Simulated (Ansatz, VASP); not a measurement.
**One calculation of AlClF2, two programs**

```
Al Cl F
1.0
     4.26797    0.00000    0.00000
    -2.13398    3.69617    0.00000
     0.00000    0.00000    8.82668
Al Cl F
2 2 4
Direct
  0.00000 0.00000 0.25000
  0.00000 0.00000 0.75000
  0.33333 0.66667 0.75000
  0.66667 0.33333 0.25000
  0.00000 0.00000 0.94629
  0.00000 0.00000 0.44629
  0.00000 0.00000 0.05371
  0.00000 0.00000 0.55371
```

Alike in both runs: task single point; functional PBE; k mesh 6 × 6 × 2; occupations gaussian, width 0.1 eV; no spin polarisation.

|  | VASP | Ansatz |
| --- | --- | --- |
| version | VASP 6.6.1 | Ansatz 0.2.0 |
| potentials or method | VASP PAW PBE potentials, release 64 (Al, Cl, F), cutoff 520 eV | scalar-relativistic, plane waves, PAW |
| valence electrons in the cell | 48 | 48 |

|  | VASP | Ansatz | Ansatz less VASP |
| --- | --- | --- | --- |
| gap on the k mesh at the Fermi level (eV) | none | none | - |
| rms of the force components (eV/Å) | 35.354 | 29.391 | -5.9628 |

Atom by atom the forces differ by 5.963 eV/Å (rms over components). A gap of «none» marks a metal or a gap that the smearing closes.

Noted on VASP's run: the standard files for N, O and F lose accuracy on very short bonds.
